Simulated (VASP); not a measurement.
# AlP (zincblende type) (F-43m) in VASP: notebook

The runs below take AlP (zincblende type) through single point, with LDA.

All numbers are computed with VASP 6.6.1; they aren't measurements. Logs are shortened: lines on timing, memory, paths and dates and some standing lists are left out, and cuts for length are marked.

### Step 1. The cell of the first run

It takes space group F-43m (No. 216, cubic). Conventional cell: a = 5.207 Å, b = 5.207 Å, c = 5.207 Å, α = 90.00°, β = 90.00°, γ = 90.00°. Within 3.0 Å of Al (site symmetry -43m) lie 4 P at 2.25 Å. Within 3.0 Å of P (site symmetry -43m) lie 4 Al at 2.25 Å.

### Step 2. Single point, LDA (volume scaled by 0.88)

INCAR

```
SYSTEM = AlP
  ALGO = Normal
  EDIFF = 1E-6
  ENCUT = 500
  GGA = CA
  GGA_COMPAT = .FALSE.
  ISIF = 2
  ISMEAR = -1
  LASPH = .TRUE.
  LCHARG = .FALSE.
  LREAL = .FALSE.
  LWAVE = .FALSE.
  NBANDS = 11
  NELM = 120
  PREC = Accurate
  SIGMA = 0.05
```

KPOINTS

```
k-points
0
G
  12 12 12
  0 0 0
```

POSCAR

```
AlP
1.0
    0.0000000000      2.6033366665      2.6033366665
    2.6033366665      0.0000000000      2.6033366665
    2.6033366665      2.6033366665      0.0000000000
Al P
1 1
Direct
    0.0000000000      0.0000000000      0.0000000000
    0.2500000000      0.2500000000      0.2500000000
```

Potentials or basis: VASP PAW LDA potentials, release 64 (Al, P).

Launch:

```bash
$ cat potpaw_LDA.64/Al/POTCAR potpaw_LDA.64/P/POTCAR > POTCAR
$ mpirun -np 1 vasp_std > vasp.out
```

OUTCAR:

```text
SYSTEM = AlP
   EDIFF = 1E-6
   ENCUT = 500
   GGA = CA
   ISIF = 2
   ISMEAR = -1
   LASPH = .TRUE.
   LREAL = .FALSE.
   NELM = 120
   PREC = Accurate

 ion  position               nearest neighbor table
   1  0.000  0.000  0.000-   2 2.25   2 2.25   2 2.25   2 2.25
   2  0.250  0.250  0.250-   1 2.25   1 2.25   1 2.25   1 2.25

  LATTYP: Found a face centered cubic cell.
 ALAT       =     5.2066733330

  Lattice vectors:

 A1 = (   0.0000000000,   2.6033366665,   2.6033366665)
 A2 = (   2.6033366665,   0.0000000000,   2.6033366665)
 A3 = (   2.6033366665,   2.6033366665,   0.0000000000)

Analysis of symmetry for initial positions (statically):
=====================================================================
 Subroutine PRICEL returns:
 Original cell was already a primitive cell.

 Routine SETGRP: Setting up the symmetry group for a
 face centered cubic supercell.

 Subroutine GETGRP returns: Found 24 space group operations
 (whereof 24 operations were pure point group operations)
 out of a pool of 48 trial point group operations.

The static configuration has the point symmetry T_d .

Analysis of symmetry for dynamics (positions and initial velocities):
=====================================================================
 Subroutine PRICEL returns:
 Original cell was already a primitive cell.

 Routine SETGRP: Setting up the symmetry group for a
 face centered cubic supercell.

 Subroutine GETGRP returns: Found 24 space group operations
 (whereof 24 operations were pure point group operations)
 out of a pool of 48 trial point group operations.

The dynamic configuration has the point symmetry T_d .

 Subroutine INISYM returns: Found 24 space group operations
 (whereof 24 operations are pure point group operations),
 and found     1 'primitive' translations

----------------------------------------------------------------------------------------

                                     Primitive cell

  volume of cell :      35.2875

  direct lattice vectors                    reciprocal lattice vectors
     0.000000000  2.603336667  2.603336667    -0.192061214  0.192061214  0.192061214
     2.603336667  0.000000000  2.603336667     0.192061214 -0.192061214  0.192061214
     2.603336667  2.603336667  0.000000000     0.192061214  0.192061214 -0.192061214

  length of vectors
     3.681674021  3.681674021  3.681674021     0.332659780  0.332659780  0.332659780

  position of ions in fractional coordinates (direct lattice)
     0.000000000  0.000000000  0.000000000
     0.250000000  0.250000000  0.250000000
[... 78 lines left out ...]
   LREAL  =      F    real-space projection
[... 7 lines left out ...]
   TEBEG  =    0.0;   TEEND  =   0.0 temperature during run
   PSTRESS=    0.0 pullay stress
   NELECT =       8.0000    total number of electrons
   NUPDOWN=      -1.0000    fix difference up-down
   EMIN   =  10.00;   EMAX   =-10.00  energy-range for DOS
   EFERMI =   0.00;   METHOD = LEGACY
   ISMEAR =    -1;   SIGMA  =   0.05  broadening in eV -4-tet -1-fermi 0-gaus
   EFERMI_NEDOS =   21; number of points for ismear=-14 and -15
   IALGO  =     38    algorithm
   IMIX   =      4    mixing-type and parameters
     AMIX     =   0.40;   BMIX     =  1.00
     AMIX_MAG =   1.60;   BMIX_MAG =  1.00
  volume/ion in A,a.u.               =      17.64       119.07
  Fermi-wavevector in a.u.,A,eV,Ry     =   0.998231  1.886384 13.557738  0.996466
  Thomas-Fermi vector in A             =   2.130441
   LORBIT       =      0    0 simple, 1 ext, 2 COOP (PROOUT), +10 PAW based schemes
   GGA     = CA    functional components
   LHFCALC =     F    Hartree Fock is set to
   AEXX    =    0.0000 exact exchange contribution
   IVDW    =     0    specifies the selected vdW correction
   LEPSILON=     F    determine dielectric tensor
   LRPA    =     F    only Hartree local field effects (RPA)
 non-spin polarized calculation
  energy-cutoff  :      500.00
  volume of cell :       35.29
 maximum number of plane-waves:       934
   NGX = 13   NGY = 13   NGZ = 13

 number of electron       8.0000001 magnetization

 Free energy of the ion-electron system (eV)
  ---------------------------------------------------
  ext. energy  EPLUGINS =         0.00000000
  ---------------------------------------------------
  free energy    TOTEN  =       -11.20807397 eV

  energy without entropy =      -11.20807387  energy(sigma->0) =      -11.20807392

 E-fermi :   6.4503     XC(G=0):  -9.9986

 val. band max:        5.8513162014   @ k =   0.0000   0.0000   0.0000
 cond. band min:       6.9848901049   @ k =   0.5000   0.5000   0.0000
 fundamental gap:      1.1335739035
 Fermi energy:         6.4502647499

 k-point     1 :       0.0000    0.0000    0.0000
  band No.  band energies     occupation
      1      -6.5308      2.00000
      2       5.8513      1.99999
      3       5.8513      1.99999
      4       5.8513      1.99999
      5      10.2206      0.00000
      6      10.5138      0.00000
      7      10.5138      0.00000
      8      10.5138      0.00000
      9      14.8121      0.00000
     10      14.8121      0.00000
     11      16.9126      0.00000
[... 309 lines left out ...]
 k-point    24 :      -0.4167    0.1667    0.0000
  band No.  band energies     occupation
      1      -4.2468      2.00000
      2      -0.0764      2.00000
      3       3.3631      2.00000
      4       4.6510      2.00000
      5       9.3278      0.00000
      6      11.1700      0.00000
      7      11.6499      0.00000
      8      14.7355      0.00000
      9      16.1664      0.00000
     10      16.5359      0.00000
     11      18.7299      0.00000

 [... further k-points ...]

------------------------ aborting loop because EDIFF is reached ----------------------------------------

  FORCE on cell =-STRESS in cart. coord.  units (eV):
  Direction    XX          YY          ZZ          XY          YZ          ZX
  --------------------------------------------------------------------------------------
  -------------------------------------------------------------------------------------
  Total        3.3218122      3.3218122      3.3218122      0.0000000      0.0000000      0.0000000
  in kB      150.8219885    150.8219885    150.8219885      0.0000000      0.0000000      0.0000000
  external PRESSURE =     150.8219885 kB  Pullay stress =       0.0000000 kB

 VOLUME and BASIS-vectors are now :
 -----------------------------------------------------------------------------
  energy-cutoff  :      500.00
  volume of cell :       35.29
      direct lattice vectors                 reciprocal lattice vectors
     0.000000000  2.603336667  2.603336667    -0.192061214  0.192061214  0.192061214
     2.603336667  0.000000000  2.603336667     0.192061214 -0.192061214  0.192061214
     2.603336667  2.603336667  0.000000000     0.192061214  0.192061214 -0.192061214

 POSITION                                       TOTAL-FORCE (eV/Angst)
 -----------------------------------------------------------------------------------
      0.00000      0.00000      0.00000         0.000000     -0.000000     -0.000000
      1.30167      1.30167      1.30167        -0.000000      0.000000      0.000000
 -----------------------------------------------------------------------------------
    total drift:                               -0.000000     -0.000000     -0.000000

  FREE ENERGIE OF THE ION-ELECTRON SYSTEM (eV)
  ---------------------------------------------------
  free  energy   TOTEN  =       -11.2080739741 eV

  energy  without entropy=      -11.2080738675  energy(sigma->0) =      -11.20807392
```

Wall time 39 s (1 thread of Intel Xeon 8259CL, shared host); peak memory 0.15 GiB.

What came out:

| Property | Result |
| --- | --- |
| Free energy | -11.2081 eV |
| Pressure | 15.1 GPa |
| Band gap on the k mesh | 1.13 eV, indirect (least direct gap 3.56 eV) |

 A k mesh can miss the band edges.

### Step 3. Single point, LDA (volume scaled by 0.88)

INCAR

```
PREC = Accurate
ENCUT = 500
EDIFF = 1E-6
ISMEAR = -1
SIGMA = 0.05
LREAL = F
LASPH = T
NELM = 120
ALGO = Normal
ISIF = 2
LWAVE = F
LCHARG = F
NBANDS = 11
GGA_COMPAT = F
```

KPOINTS

```
regular mesh
0
Gamma
  12 12 12
```

POSCAR is that of step 2.

Potentials or basis: VASP PAW LDA potentials, release 64 (Al, P).

Launch:

```bash
$ cat potpaw_LDA.64/Al/POTCAR potpaw_LDA.64/P/POTCAR > POTCAR
$ mpirun -np 1 vasp_std > vasp.out
```

OUTCAR:

```text
PREC = Accurate
   ENCUT = 500
   EDIFF = 1E-6
   ISMEAR = -1
   LREAL = F
   LASPH = T
   NELM = 120
   ISIF = 2

 ion  position               nearest neighbor table
   1  0.000  0.000  0.000-   2 2.25   2 2.25   2 2.25   2 2.25
   2  0.250  0.250  0.250-   1 2.25   1 2.25   1 2.25   1 2.25

  LATTYP: Found a face centered cubic cell.
 ALAT       =     5.2066733330

  Lattice vectors:

 A1 = (   0.0000000000,   2.6033366665,   2.6033366665)
 A2 = (   2.6033366665,   0.0000000000,   2.6033366665)
 A3 = (   2.6033366665,   2.6033366665,   0.0000000000)

Analysis of symmetry for initial positions (statically):
=====================================================================
 Subroutine PRICEL returns:
 Original cell was already a primitive cell.

 Routine SETGRP: Setting up the symmetry group for a
 face centered cubic supercell.

 Subroutine GETGRP returns: Found 24 space group operations
 (whereof 24 operations were pure point group operations)
 out of a pool of 48 trial point group operations.

The static configuration has the point symmetry T_d .

Analysis of symmetry for dynamics (positions and initial velocities):
=====================================================================
 Subroutine PRICEL returns:
 Original cell was already a primitive cell.

 Routine SETGRP: Setting up the symmetry group for a
 face centered cubic supercell.

 Subroutine GETGRP returns: Found 24 space group operations
 (whereof 24 operations were pure point group operations)
 out of a pool of 48 trial point group operations.

The dynamic configuration has the point symmetry T_d .

 Subroutine INISYM returns: Found 24 space group operations
 (whereof 24 operations are pure point group operations),
 and found     1 'primitive' translations

----------------------------------------------------------------------------------------

                                     Primitive cell

  volume of cell :      35.2875

[... 114 lines left out ...]
   LHFCALC =     F    Hartree Fock is set to
   AEXX    =    0.0000 exact exchange contribution
   IVDW    =     0    specifies the selected vdW correction
   LEPSILON=     F    determine dielectric tensor
   LRPA    =     F    only Hartree local field effects (RPA)
 non-spin polarized calculation
  energy-cutoff  :      500.00
  volume of cell :       35.29
 maximum number of plane-waves:       934
   NGX = 13   NGY = 13   NGZ = 13

 number of electron       8.0000001 magnetization

 Free energy of the ion-electron system (eV)
  ---------------------------------------------------
  ext. energy  EPLUGINS =         0.00000000
  ---------------------------------------------------
  free energy    TOTEN  =       -11.20807397 eV

  energy without entropy =      -11.20807387  energy(sigma->0) =      -11.20807392

 E-fermi :   6.4503     XC(G=0):  -9.9986

 val. band max:        5.8513162014   @ k =   0.0000   0.0000   0.0000
 cond. band min:       6.9848901049   @ k =   0.5000   0.5000   0.0000
 fundamental gap:      1.1335739035
 Fermi energy:         6.4502647499

 k-point     1 :       0.0000    0.0000    0.0000
  band No.  band energies     occupation
      1      -6.5308      2.00000
      2       5.8513      1.99999
      3       5.8513      1.99999
      4       5.8513      1.99999
      5      10.2206      0.00000
      6      10.5138      0.00000
      7      10.5138      0.00000
      8      10.5138      0.00000
      9      14.8121      0.00000
     10      14.8121      0.00000
     11      16.9126      0.00000
[... 309 lines left out ...]
 k-point    24 :      -0.4167    0.1667    0.0000
  band No.  band energies     occupation
      1      -4.2468      2.00000
      2      -0.0764      2.00000
      3       3.3631      2.00000
      4       4.6510      2.00000
      5       9.3278      0.00000
      6      11.1700      0.00000
      7      11.6499      0.00000
      8      14.7355      0.00000
      9      16.1664      0.00000
     10      16.5359      0.00000
     11      18.7299      0.00000

 [... further k-points ...]

------------------------ aborting loop because EDIFF is reached ----------------------------------------

  FORCE on cell =-STRESS in cart. coord.  units (eV):
  Direction    XX          YY          ZZ          XY          YZ          ZX
  --------------------------------------------------------------------------------------
  -------------------------------------------------------------------------------------
  Total        3.3218122      3.3218122      3.3218122      0.0000000      0.0000000      0.0000000
  in kB      150.8219885    150.8219885    150.8219885      0.0000000      0.0000000      0.0000000
  external PRESSURE =     150.8219885 kB  Pullay stress =       0.0000000 kB

 VOLUME and BASIS-vectors are now :
 -----------------------------------------------------------------------------
  energy-cutoff  :      500.00
  volume of cell :       35.29
      direct lattice vectors                 reciprocal lattice vectors
     0.000000000  2.603336667  2.603336667    -0.192061214  0.192061214  0.192061214
     2.603336667  0.000000000  2.603336667     0.192061214 -0.192061214  0.192061214
     2.603336667  2.603336667  0.000000000     0.192061214  0.192061214 -0.192061214

 POSITION                                       TOTAL-FORCE (eV/Angst)
 -----------------------------------------------------------------------------------
      0.00000      0.00000      0.00000         0.000000     -0.000000     -0.000000
      1.30167      1.30167      1.30167        -0.000000      0.000000      0.000000
 -----------------------------------------------------------------------------------
    total drift:                               -0.000000     -0.000000     -0.000000

  FREE ENERGIE OF THE ION-ELECTRON SYSTEM (eV)
  ---------------------------------------------------
  free  energy   TOTEN  =       -11.2080739741 eV

  energy  without entropy=      -11.2080738675  energy(sigma->0) =      -11.20807392
```

OSZICAR:

```text
N       E                     dE             d eps       ncg     rms          rms(c)
DAV:   1     0.106599558591E+02    0.10660E+02   -0.32234E+03  1592   0.553E+02
DAV:   2    -0.108258934897E+02   -0.21486E+02   -0.20415E+02  2013   0.930E+01
DAV:   3    -0.117120278443E+02   -0.88613E+00   -0.88435E+00  1986   0.177E+01
DAV:   4    -0.117183283270E+02   -0.63005E-02   -0.63000E-02  1931   0.184E+00
DAV:   5    -0.117183985285E+02   -0.70202E-04   -0.70201E-04  2036   0.184E-01    0.535E+00
DAV:   6    -0.112990856633E+02    0.41931E+00   -0.68065E-01  1816   0.319E+00    0.343E+00
DAV:   7    -0.112126241496E+02    0.86462E-01   -0.28794E-01  1973   0.217E+00    0.164E+00
DAV:   8    -0.112082536585E+02    0.43705E-02   -0.19107E-02  1841   0.682E-01    0.156E-01
DAV:   9    -0.112080709905E+02    0.18267E-03   -0.11845E-03  1837   0.177E-01    0.481E-02
DAV:  10    -0.112080722475E+02   -0.12569E-05   -0.40305E-05  1950   0.333E-02    0.207E-02
DAV:  11    -0.112080745574E+02   -0.23099E-05   -0.10172E-05  1803   0.162E-02    0.235E-02
DAV:  12    -0.112080739741E+02    0.58323E-06   -0.20373E-06  1199   0.602E-03
   1 F= -.11208074E+02 E0= -.11208074E+02  d E =-.106601E-06
```

stdout:

```text
POSCAR found type information on POSCAR AlP
 POSCAR found :  2 types and       2 ions
 scaLAPACK will be used
 LDA part: xc-table for (Slater(with rela. corr.)+CA(PZ))
 , standard interpolation
 POSCAR, INCAR and KPOINTS ok, starting setup
 FFT: planning ... GRIDC
 FFT: planning ... GRID_SOFT
 FFT: planning ... GRID
 WAVECAR not read
 entering main loop
```

Wall time 39 s (1 thread of Intel Xeon 8259CL, shared host); peak memory 0.15 GiB.

What came out:

```yaml
Free_energy: -11.2081 eV
Pressure: 15.1 GPa
Band_gap_on_the_k_mesh: 1.13 eV, indirect (least direct gap 3.56 eV)
```

Levels at points of the mesh, in eV from the valence-band top:
```tsv
k point	band 2	band 3	band 4	band 5	band 6	band 7
(0.00, 0.00, 0.00)	0.00	0.00	0.00	4.37	4.66	4.66
(0.50, 0.00, 0.00)	-6.26	-0.85	-0.85	3.21	4.74	4.74
(0.50, 0.50, 0.00)	-5.87	-2.42	-2.42	1.13	2.26	12.08
```

### Step 4. Single point, LDA (volume scaled by 0.88)

INCAR

```
  PREC = Accurate
  ENCUT = 500
  EDIFF = 1E-6
  ISMEAR = -1
  SIGMA = 0.05
  LREAL = False
  LASPH = True
  NELM = 120
  ALGO = Normal
  ISIF = 2
  LWAVE = False
  LCHARG = False
  GGA = CA
  NBANDS = 11
  GGA_COMPAT = False
```

KPOINTS is that of step 3.

POSCAR is that of step 3.

Launch:

```bash
$ cat potpaw_LDA.64/Al/POTCAR potpaw_LDA.64/P/POTCAR > POTCAR
$ mpirun -np 1 vasp_std > vasp.out
```

Run time: 43 s. Hardware: 1 thread of Intel Xeon 8259CL, shared host; peak memory 0.15 GiB.

The run converged. Its results:

```
Free energy            : -11.2081 eV
Pressure               : 15.1 GPa
Band gap on the k mesh : 1.13 eV, indirect (least direct gap 3.56 eV)
```

Levels at points of the mesh, in eV from the valence-band top:
```
           k point  band 1  band 2  band 3  band 4  band 5  band 6  band 7  band 8
(0.00, 0.00, 0.00)  -12.38    0.00    0.00    0.00    4.37    4.66    4.66    4.66
(0.50, 0.00, 0.00)  -10.31   -6.26   -0.85   -0.85    3.21    4.74    4.74    8.44
(0.50, 0.50, 0.00)   -9.48   -5.87   -2.42   -2.42    1.13    2.26   12.08   12.08
```

 A k mesh can miss the band edges.
